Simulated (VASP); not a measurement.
Write the native input for VASP 6.6.1 that does the following.

```
Task                   : relaxation of cell and atoms
Functional             : PBEsol
Potentials or basis    : VASP PAW PBE potentials, release 64 (Ga_d, N)
Cutoff                 : 600 eV
k mesh                 : 10 × 10 × 10
Occupations            : gaussian, width 0.01 eV
Spin                   : no spin polarisation
Target pressure        : 7 GPa
Dipole correction      : no
Further INCAR settings : ALGO = Normal; EDIFF = 1e-06; IBRION = 2; EDIFFG = -0.002; NSW = 100; ISIF = 3
```

The structure of GaN lies in POSCAR:

```
GaN
1.0
    0.0000000000      2.2491407153      2.2491407153
    2.2491407153      0.0000000000      2.2491407153
    2.2491407153      2.2491407153      0.0000000000
Ga N
1 1
Direct
    0.0000000000      0.0000000000      0.0000000000
    0.2500000000      0.2500000000      0.2500000000
```

The input as run:

INCAR

```
SYSTEM = GaN
  PREC = Accurate
  ENCUT = 600
  EDIFF = 1E-6
  ISMEAR = 0
  SIGMA = 0.01
  LREAL = .False.
  LASPH = .True.
  NELM = 60
  ALGO = Normal
  ISIF = 3
  LWAVE = .False.
  LCHARG = .False.
  GGA = PS
  IBRION = 2
  NSW = 100
  EDIFFG = -0.002
  PSTRESS = 70.0
```

KPOINTS

```
regular mesh
0
Gamma
  10 10 10
  0 0 0
```

Potentials or basis: VASP PAW PBE potentials, release 64 (Ga_d, N).

Run with:

```console
$ cat potpaw_PBE.64/Ga_d/POTCAR potpaw_PBE.64/N/POTCAR > POTCAR
$ mpirun -np 1 vasp_std > vasp.out
```

It gave:

The relaxed volume is 10.97 Å³/atom, the relaxed cell is a = 3.142 Å, b = 3.142 Å, c = 3.142 Å, α = 60.00°, β = 60.00°, γ = 60.00° and the space group after relaxing (to 0.1 Å) is F-43m (No. 216). The energy change on relaxing (the run minimises the enthalpy) is +8.1 meV/atom and the ionic steps are 6. The pressure after relaxing is 7.0 GPa and the band gap on the k mesh is 1.95 eV.

Caveat: the cell is relaxed towards a set pressure, so the run minimises the enthalpy, not the energy; the PAW data sets were made with another functional, which shifts forces and pressure a little.

Wall time 100 s on 1 thread of Intel Xeon 8259CL (shared host), peak memory 0.18 GiB.
